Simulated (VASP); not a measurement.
Here is a VASP 6.6.1 calculation.

File INCAR:

```
SYSTEM = TaWC2
PREC     = Accurate       ! precision mode
ENCUT    = 520            ! plane-wave cutoff, eV
EDIFF    = 1E-6           ! SCF threshold, eV
ISMEAR   = -1             ! smearing method
SIGMA    = 0.05           ! smearing width, eV
LREAL    = .FALSE.        ! projectors in reciprocal space
LASPH    = .TRUE.         ! aspherical terms in the spheres
NELM     = 100            ! most SCF steps
ALGO     = Normal         ! electronic algorithm
ISIF     = 2              ! what is computed and relaxed
LWAVE    = .FALSE.        ! write WAVECAR
LCHARG   = .FALSE.        ! write CHGCAR
NBANDS   = 24             ! bands
```

File KPOINTS:

```
regular mesh
0
G
  10 10 10
  0 0 0
```

POSCAR

```
TaWC2
1.0
    1.5718551461      0.9075109917      5.1016196719
   -1.5718551461      0.9075109917      5.1016196719
    0.0000000000     -1.8150219835      5.1016196719
W Ta C
1 1 2
Direct
    0.0000000000      0.0000000000      0.0000000000
    0.5000000000      0.5000000000      0.5000000000
    0.2509330000      0.2509330000      0.2509330000
    0.7490670000      0.7490670000      0.7490670000
```

Potentials or basis: VASP PAW LDA potentials, release 64 (W_sv, Ta_pv, C).

Command:

```sh
$ cat potpaw_LDA.64/W_sv/POTCAR potpaw_LDA.64/Ta_pv/POTCAR potpaw_LDA.64/C/POTCAR > POTCAR
$ mpirun -np 1 vasp_std > vasp.out
```

Question: Predict the band gap on the k mesh.

Answer: Zero (an odd number of electrons rules out a gap without spin polarisation).

Question: What does it give for the pressure?

Answer: -14.9 GPa.

Question: Estimate the largest force.

Answer: 0.083 eV/Å.

Stress tensor (GPa, compression positive):
```
-14.89   0.00   0.00
  0.00 -14.89   0.00
  0.00   0.00 -14.81
```

Caveat: the cell stands under tension; spin-orbit coupling is left out, which moves the levels of the heavy elements.
